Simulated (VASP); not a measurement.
# Ni (P6_3/mmc) in VASP: settings compared, part 2 of 2

VASP 6.6.1. The steps go on from the part before.

### 4 Relaxation of cell and atoms, PBEsol+D4, collinear spin, ferromagnetic start

File INCAR:

```
SYSTEM = Ni
PREC = Accurate ; ENCUT = 600
EDIFF = 1E-7 ; ISMEAR = -1
SIGMA = 0.05 ; LREAL = .False.
LASPH = .True. ; NELM = 150
ALGO = Fast ; ISIF = 3
LWAVE = .False. ; LCHARG = .False.
ISPIN = 2 ; MAGMOM = 1 1
LORBIT = 11 ; LMAXMIX = 4
GGA = PS ; IVDW = 13
IBRION = 2 ; NSW = 60
EDIFFG = -0.01
```

File KPOINTS:

```
Automatic mesh
0
Gamma
  12 12 7
  0 0 0
```

File POSCAR:

```
Ni
1.0
    2.4480228978      0.0000000000      0.0000000000
   -1.2240114489      2.1200500186      0.0000000000
    0.0000000000      0.0000000000      4.0728075700
Ni
2
Direct
    0.6666666667      0.3333333333      0.7500000000
    0.3333333333      0.6666666667      0.2500000000
```

Launch:

```bash
$ cat potpaw_PBE.64/Ni/POTCAR > POTCAR
$ mpirun -np 1 vasp_std > vasp.out
```

It took 5.1 min on 1 thread of Intel Xeon Platinum 8259CL at 2.50GHz (Skylake/Cascade Lake), shared host; peak memory 0.18 GiB.

It converged, with:

* Free energy: -12.7809 eV
* Relaxed volume: 10.23 Å³/atom
* Relaxed cell: a = 2.434 Å, b = 2.434 Å, c = 3.988 Å, α = 90.00°, β = 90.00°, γ = 120.00°
* Space group after relaxing (to 0.1 Å): P6_3/mmc (No. 194)
* Energy gained by relaxing: 8.6 meV/atom
* Ionic steps: 8
* Pressure after relaxing: 0.1 GPa
* Net moment: 1.25 μB per cell
* Site moments: Ni +0.63 μB
* Valence electrons inside the program's atomic spheres: Ni 9.43
* Dispersion energy per atom: -0.277 eV

The path:
```tsv
step	energy change (eV)	largest force (eV/Å)	pressure (GPa)	volume (Å³)
1	0.0000	0.0000	-6.86	21.14
2	0.0015	0.0000	8.90	19.78
3	-0.0162	0.0000	0.27	20.46
4	-0.0162	0.0000	0.46	20.44
5	-0.0172	0.0000	0.23	20.46
6	-0.0172	0.0000	0.18	20.47
7	-0.0172	0.0000	0.13	20.47
8	-0.0172	0.0000	0.13	20.47
```

Final structure:
```
Ni
1.0
     2.43444    0.00000    0.00000
    -1.21722    2.10829    0.00000
     0.00000    0.00000    3.98759
Ni
2
Direct
  0.66667 0.33333 0.75000
  0.33333 0.66667 0.25000
```

Levels at points of the mesh, in eV from the Fermi level:
Spin up:
| k point | band 7 | band 8 | band 9 | band 10 | band 11 | band 12 | band 13 | band 14 | band 15 |
| --- | --- | --- | --- | --- | --- | --- | --- | --- | --- |
| (0.00, 0.00, 0.00) | -2.21 | -1.76 | -1.76 | -0.72 | -0.72 | -0.52 | 6.03 | 23.09 | 25.45 |
| (0.50, 0.00, 0.00) | -2.17 | -0.60 | -0.52 | -0.47 | 1.22 | 3.22 | 9.66 | 10.29 | 12.84 |
Spin down:
```csv
k point,band 7,band 8,band 9,band 10,band 11,band 12,band 13,band 14
"(0.00, 0.00, 0.00)",-1.53,-1.10,-1.10,-0.54,-0.01,-0.01,6.44,23.00
"(0.50, 0.00, 0.00)",-1.52,0.15,0.20,0.29,1.70,3.61,9.81,10.43
```

Caveat: the PAW data sets were made with another functional, which shifts forces and pressure a little.

### 5 Single point, PBE, collinear spin, ferromagnetic start

File INCAR:

```
SYSTEM = Ni
  ALGO = Normal
  EDIFF = 1E-6
  ENCUT = 690
  GGA = PE
  GGA_COMPAT = .FALSE.
  ISIF = 2
  ISMEAR = 0
  ISPIN = 2
  LASPH = .TRUE.
  LCHARG = .FALSE.
  LMAXMIX = 4
  LORBIT = 11
  LREAL = .FALSE.
  LWAVE = .FALSE.
  MAGMOM = 1 1
  NBANDS = 29
  NELM = 200
  PREC = Accurate
  SIGMA = 0.027000000000000003
```

File KPOINTS:

```
k-points
0
G
  12 12 7
  0 0 0
```

POSCAR is that of step 4.

Potentials or basis: VASP PAW PBE potentials, release 64 (Ni_sv_GW).

Launch:

```bash
$ cat potpaw_PBE.64/Ni_sv_GW/POTCAR > POTCAR
$ mpirun -np 1 vasp_std > vasp.out
```

OUTCAR:

```text
SYSTEM = Ni
   EDIFF = 1E-6
   ENCUT = 690
   GGA = PE
   ISIF = 2
   ISMEAR = 0
   ISPIN = 2
   LASPH = .TRUE.
   LORBIT = 11
   LREAL = .FALSE.
   NELM = 200
   PREC = Accurate

 ion  position               nearest neighbor table
   1  0.667  0.333  0.750-   2 2.48   2 2.48   2 2.48   2 2.48   2 2.48   2 2.48
   2  0.333  0.667  0.250-   1 2.48   1 2.48   1 2.48   1 2.48   1 2.48   1 2.48

  LATTYP: Found a hexagonal cell.
 ALAT       =     2.4480228978
 C/A-ratio  =     1.6637130207

  Lattice vectors:

 A1 = (   2.4480228978,   0.0000000000,   0.0000000000)
 A2 = (  -1.2240114489,   2.1200500186,   0.0000000000)
 A3 = (   0.0000000000,   0.0000000000,   4.0728075700)

Analysis of symmetry for initial positions (statically):
=====================================================================
 Subroutine PRICEL returns:
 Original cell was already a primitive cell.

 Routine SETGRP: Setting up the symmetry group for a
 hexagonal supercell.

[... 966 lines left out ...]
  band No.  band energies     occupation
      1     -94.6312      1.00000
      2     -94.5948      1.00000
      3     -55.1245      1.00000
      4     -54.9283      1.00000
      5     -54.9283      1.00000
      6     -54.8958      1.00000
[... 757 lines left out ...]
     28      33.2330      0.00000
     29      36.2610      0.00000

 [... further k-points ...]
[... 5 lines left out ...]
  --------------------------------------------------------------------------------------
  -------------------------------------------------------------------------------------
  Total        0.9543329      0.9543329      0.4627268     -0.0000000      0.0000000      0.0000000
  in kB       72.3360827     72.3360827     35.0735534     -0.0000000      0.0000000      0.0000000
  external PRESSURE =      59.9152396 kB  Pullay stress =       0.0000000 kB

 VOLUME and BASIS-vectors are now :
 -----------------------------------------------------------------------------
  energy-cutoff  :      690.00
  volume of cell :       21.14
      direct lattice vectors                 reciprocal lattice vectors
     2.448022898  0.000000000  0.000000000     0.408492911  0.235843492  0.000000000
    -1.224011449  2.120050019  0.000000000     0.000000000  0.471686984  0.000000000
     0.000000000  0.000000000  4.072807570     0.000000000  0.000000000  0.245530873

 POSITION                                       TOTAL-FORCE (eV/Angst)
 -----------------------------------------------------------------------------------
      1.22401      0.70668      3.05461        -0.000000      0.000000      0.000000
     -0.00000      1.41337      1.01820         0.000000     -0.000000      0.000000
 -----------------------------------------------------------------------------------
    total drift:                                0.000000     -0.000000      0.000000

  FREE ENERGIE OF THE ION-ELECTRON SYSTEM (eV)
  ---------------------------------------------------
  free  energy   TOTEN  =       -12.7711071493 eV

  energy  without entropy=      -12.7694133634  energy(sigma->0) =      -12.77026026

 total charge

# of ion       s       p       d       f       tot
--------------------------------------------------
    1        2.245   6.309   7.812   0.005  16.373
    2        2.245   6.309   7.812   0.005  16.373
--------------------------------------------------
tot          4.491  12.619  15.625   0.011  32.745

 magnetization (x)

# of ion       s       p       d       f       tot
--------------------------------------------------
    1       -0.000  -0.016   0.720  -0.000   0.704
    2       -0.000  -0.016   0.720  -0.000   0.704
--------------------------------------------------
tot         -0.000  -0.032   1.441  -0.000   1.408
```

OSZICAR:

```text
N       E                     dE             d eps       ncg     rms          rms(c)
DAV:   1     0.623916817179E+03    0.62392E+03   -0.23304E+04 13535   0.561E+03
DAV:   2     0.377964464898E+02   -0.58612E+03   -0.55741E+03 15643   0.132E+03
DAV:   3    -0.160949557350E+02   -0.53891E+02   -0.52690E+02 17449   0.514E+02
DAV:   4    -0.177627858738E+02   -0.16678E+01   -0.16672E+01 16736   0.553E+01
DAV:   5    -0.178179160337E+02   -0.55130E-01   -0.55128E-01 14054   0.827E+00    0.201E+01
DAV:   6    -0.151853724366E+02    0.26325E+01   -0.27315E+01 11049   0.381E+02    0.132E+01
DAV:   7    -0.128499975079E+02    0.23354E+01   -0.92252E+00 11483   0.193E+02    0.341E+00
DAV:   8    -0.127767176653E+02    0.73280E-01   -0.35573E-01 17523   0.161E+01    0.103E+00
DAV:   9    -0.127704978134E+02    0.62199E-02   -0.10456E-02 16083   0.323E+00    0.247E-01
DAV:  10    -0.127710191681E+02   -0.52135E-03   -0.81405E-04 16381   0.102E+00    0.154E-01
DAV:  11    -0.127711024995E+02   -0.83331E-04   -0.83693E-05 16916   0.424E-01    0.361E-02
DAV:  12    -0.127711042229E+02   -0.17235E-05   -0.22845E-05 13954   0.807E-02    0.143E-02
DAV:  13    -0.127711066460E+02   -0.24231E-05   -0.21209E-06  9959   0.378E-02    0.615E-03
DAV:  14    -0.127711071493E+02   -0.50322E-06   -0.27777E-07  7005   0.280E-02
   1 F= -.12771107E+02 E0= -.12770260E+02  d E =-.169379E-02  mag=     1.3308
```

Run time: 98 s. Hardware: 1 thread of Intel Xeon 6975P-C (Granite Rapids), shared host; peak memory 0.25 GiB.

Results:

```yaml
Free_energy: -12.7711 eV
Pressure: 6.0 GPa
Net_moment: 1.33 μB per cell
Site_moments: Ni +0.70 μB
Valence_electrons_inside_the_program's_atomic_spheres: Ni 16.37
```

Stress tensor (GPa, compression positive):
```
7.23 0.00 0.00
0.00 7.23 0.00
0.00 0.00 3.51
```

Caveat: the cell stands under pressure.

### 6 Overview

```tsv
task	level	potentials or basis	cell	cutoff (eV)	smearing	gap on the mesh (eV)	pressure (GPa)	moment (μB)
single point	PBE	VASP PAW PBE potentials, release 64 (Ni_sv_GW)	a = 2.448, b = 2.448, c = 4.073 Å, angles 90.0, 90.0, 120.0°, 2 atoms	690	gaussian 0.022 eV	none	6.1	1.34
single point	PBEsol+D4	VASP PAW PBE potentials, release 64 (Ni)	a = 2.436, b = 2.436, c = 3.989 Å, angles 90.0, 90.0, 120.0°, 2 atoms	520	fermi-dirac 0.05 eV	none	-0.2	1.25
relaxation of cell and atoms	PBEsol+D4	VASP PAW PBE potentials, release 64 (Ni)	relaxed from a = 2.448, b = 2.448, c = 4.073 Å, angles 90.0, 90.0, 120.0°, 2 atoms	600	fermi-dirac 0.05 eV	none	0.1	1.25
single point	PBE	VASP PAW PBE potentials, release 64 (Ni_sv_GW)	a = 2.448, b = 2.448, c = 4.073 Å, angles 90.0, 90.0, 120.0°, 2 atoms	690	gaussian 0.027 eV	none	6.0	1.33
```

Alike in all rows: spin collinear, ferromagnetic start; k mesh 12 × 12 × 7.

Caveats: the cell stands under pressure (at least some runs); the PAW data sets were made with another functional, which shifts forces and pressure a little (at least some runs).

Absolute energies hang on the potentials; compare differences alone.
